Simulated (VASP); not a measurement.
Input of a VASP 6.6.1 run:

The input INCAR:

```
SYSTEM = Sc
  PREC = Accurate
  ENCUT = 600
  EDIFF = 1E-6
  ISMEAR = -1
  SIGMA = 0.05
  LREAL = .False.
  LASPH = .True.
  NELM = 80
  ALGO = Normal
  ISIF = 3
  LWAVE = .False.
  LCHARG = .False.
  GGA = PS
  IBRION = 2
  NSW = 80
  EDIFFG = -0.02
  PSTRESS = 300.0
```

Contents of KPOINTS:

```
Automatic mesh
0
Gamma
  7 7 7
  0 0 0
```

POSCAR

```
Sc
1.0
    1.8400000000      1.8400000000      1.8400000000
   -1.8400000000      1.8400000000      1.8400000000
   -1.8400000000     -1.8400000000      1.8400000000
Sc
1
Direct
    0.0000000000      0.0000000000      0.0000000000
```

Potentials or basis: VASP PAW PBE potentials, release 64 (Sc_sv).

Command:

```console
$ cat potpaw_PBE.64/Sc_sv/POTCAR > POTCAR
$ mpirun -np 1 vasp_std > vasp.out
```

(1) Predict the relaxed cell.

(2) What does it give for the space group after relaxing (to 0.05 Å)?

(3) Predict the relaxed volume.

Answers

(1) a = 2.809 Å, b = 2.809 Å, c = 2.809 Å, α = 70.53°, β = 109.47°, γ = 70.53°.

(2) Im-3m (No. 229).

(3) 17.07 Å³/atom.

Caveat: the cell is relaxed towards a set pressure, so the enthalpy falls and the energy may rise; the volume moved by over 15 % at a fixed basis, so the end points are rough; the PAW data sets were made with another functional, which shifts forces and pressure a little.
